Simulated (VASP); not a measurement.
Here is a VASP 6.6.1 calculation.

File POSCAR:

```
BN
1.0
    0.0000000000      1.9491988555      1.6604286547
    1.9491988555      0.0000000000      1.6604286547
    1.9491988555      1.9491988555      0.0000000000
B N
1 1
Direct
    0.0000000000      0.0000000000      0.0000000000
    0.7500000000      0.7500000000      0.7500000000
```

Contents of INCAR.step1:

```
ALGO = Normal ; EDIFF = 1E-4
ENCUT = 520 ; GGA = PE
ISMEAR = 0 ; LASPH = True
LCHARG = False ; LREAL = False
LWAVE = True ; NBANDS = 11
NELM = 100 ; PREC = Accurate
SIGMA = 0.05
```

INCAR.step2

```
ALGO = Normal ; EDIFF = 1E-7
ENCUT = 520 ; ISIF = 2
ISMEAR = 0 ; ISTART = 1
LASPH = True ; LCHARG = False
LMIXTAU = True ; LREAL = False
LWAVE = False ; METAGGA = R2SCAN
NBANDS = 11 ; NELM = 100
PREC = Accurate ; SIGMA = 0.05
```

KPOINTS

```
k-points
0
Gamma
  12 12 12
```

Potentials or basis: VASP PAW PBE potentials, release 64 (B, N).

Command:

```bash
$ cat potpaw_PBE.64/B/POTCAR potpaw_PBE.64/N/POTCAR > POTCAR
$ cp INCAR.step1 INCAR
$ mpirun -np 1 vasp_std > vasp.out
$ cp INCAR.step2 INCAR
$ mpirun -np 1 vasp_std > vasp.out
```

Problem. What does it give for the pressure?

Solution. -23.7 GPa.

Problem. What does it give for the band gap on the k mesh?

Solution. 2.66 eV, indirect (least direct gap 7.91 eV).

Stress tensor (GPa, compression positive):
```
-49.27   0.00   0.00
  0.00 -49.27   0.00
  0.00   0.00  27.37
```

Caveat: the cell differs from its parent crystal (strain +0.080 along x and y, -0.080 along z); the PAW data sets were made with another functional, which shifts forces and pressure a little. A k mesh can miss the band edges.
